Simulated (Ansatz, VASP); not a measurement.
Given: the input of a run of Ansatz 0.2.0 on AlFe.

The input input.yaml:

```yaml
crystal:
  lattice:
    - [2.91, 0.0, 0.0]
    - [0.0, 2.91, 0.0]
    - [0.0, 0.0, 2.91]
  atoms:
    - { symbol: Fe, position: [0.5, 0.5, 0.5], spin: 6.0 }
    - { symbol: Al, position: [0.0, 0.0, 0.0] }
hamiltonian:
  xc: pbesol
  pseudopotentials: { kind: paw }
magnetization:
  spin_polarized: true
  initial_magnetization: 6.0
  spin_locking: { lock_magnetization: hard }
kpoints:
  mp_grid: { grid: [8, 8, 8] }
scf:
  occupations: { method: fermi_dirac, width: 0.05 }
  lower_state_search: "off"
output:
  forces: true
  stress: true
  eigenvalues: true
```

Potentials or basis: Ansatz PAW.

Launch:

```sh
$ ansatz run input.yaml --threads 2 --pin off --max-ram 5632MiB --backend cpu --events-out ev --progress --plain --runs-dir out
```

Q: Set up the same calculation for VASP 6.6.1. Potentials there: VASP PAW PBE potentials, release 64 (Fe, Al).

A: As run (the cutoff follows the program's own potentials):

The input INCAR:

```
SYSTEM = AlFe
ALGO     = Normal         ! electronic algorithm
EDIFF    = 1E-7           ! SCF threshold, eV
ENCUT    = 520            ! plane-wave cutoff, eV
GGA      = PS             ! functional
ISIF     = 2              ! what is computed and relaxed
ISMEAR   = -1             ! smearing method
ISPIN    = 2              ! spin polarisation
LASPH    = .True.         ! aspherical terms in the spheres
LCHARG   = .False.        ! write CHGCAR
LMAXMIX  = 4              ! l up to which the mixer works
LORBIT   = 11             ! projections on sites
LREAL    = .False.        ! projectors in reciprocal space
LWAVE    = .False.        ! write WAVECAR
MAGMOM   = 6 0            ! initial moments
NBANDS   = 16             ! bands
NELM     = 150            ! most SCF steps
NUPDOWN  = 6.0            ! fixed moment
PREC     = Accurate       ! precision mode
SIGMA    = 0.05           ! smearing width, eV
```

The input KPOINTS:

```
k-points
0
Gamma
  8 8 8
  0 0 0
```

POSCAR

```
AlFe
1.0
    2.9100000000      0.0000000000      0.0000000000
    0.0000000000      2.9100000000      0.0000000000
    0.0000000000      0.0000000000      2.9100000000
Fe Al
1 1
Direct
    0.5000000000      0.5000000000      0.5000000000
    0.0000000000      0.0000000000      0.0000000000
```

Potentials or basis: VASP PAW PBE potentials, release 64 (Fe, Al).

Launch:

```sh
$ cat potpaw_PBE.64/Fe/POTCAR potpaw_PBE.64/Al/POTCAR > POTCAR
$ mpirun -np 1 vasp_std > vasp.out
```

Both were run:

|  | VASP | Ansatz | Ansatz less VASP |
| --- | --- | --- | --- |
| net moment per atom (μB) | 3.00 | 3.00 | 0.000 |
| size of the moment on the site where the two differ most (μB) | 0.34 | 0.59 | +0.248 |

VASP's potentials were made for PBE, not for PBEsol. Site moments also hang on the region over which each program counts them. With one functional, cell and mesh, what is left measures potentials, basis and numerics. VASP's potentials hold 11 valence electrons a cell and Ansatz's 19, so a difference there can come from the potentials and not from the codes.
